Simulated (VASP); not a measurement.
Wanted: the native input for a VASP 6.6.1 run.

- Task: single point
- Functional: LDA
- Potentials or basis: VASP PAW LDA potentials, release 64 (Al, Ni)
- Cutoff: 600 eV
- k mesh: 14 × 14 × 14
- Occupations: gaussian, width 0.1 eV
- Spin: no spin polarisation
- Dipole correction: no
- Further INCAR settings: ALGO = Normal; EDIFF = 1e-06; NBANDS = 14

The structure of AlNi lies in POSCAR:

```
AlNi
1.0
    2.8604059448      0.0000000000      0.0000000000
    0.0000000000      2.8604059448      0.0000000000
    0.0000000000      0.0000000000      2.8604059448
Al Ni
1 1
Direct
    0.5000000000      0.5000000000      0.5000000000
    0.0000000000      0.0000000000      0.0000000000
```

One way to write it, as run:

INCAR

```
PREC = Accurate
ENCUT = 600
EDIFF = 1E-6
ISMEAR = 0
SIGMA = 0.1
LREAL = False
LASPH = True
NELM = 120
ALGO = Normal
ISIF = 2
LWAVE = False
LCHARG = False
GGA = CA
NBANDS = 14
GGA_COMPAT = False
```

KPOINTS

```
Automatic mesh
0
Gamma
  14 14 14
```

Potentials or basis: VASP PAW LDA potentials, release 64 (Al, Ni).

Run with:

```console
$ cat potpaw_LDA.64/Al/POTCAR potpaw_LDA.64/Ni/POTCAR > POTCAR
$ mpirun -np 1 vasp_std > vasp.out
```

It gave:

| Item | Value |
| --- | --- |
| Pressure | -4.8 GPa |
| Band gap on the k mesh | zero (an odd number of electrons rules out a gap without spin polarisation) |

Caveat: the cell stands under tension.

Run time: 34 s on 1 thread of Intel Xeon 8259CL, with other jobs on the host, peak memory 0.17 GiB.
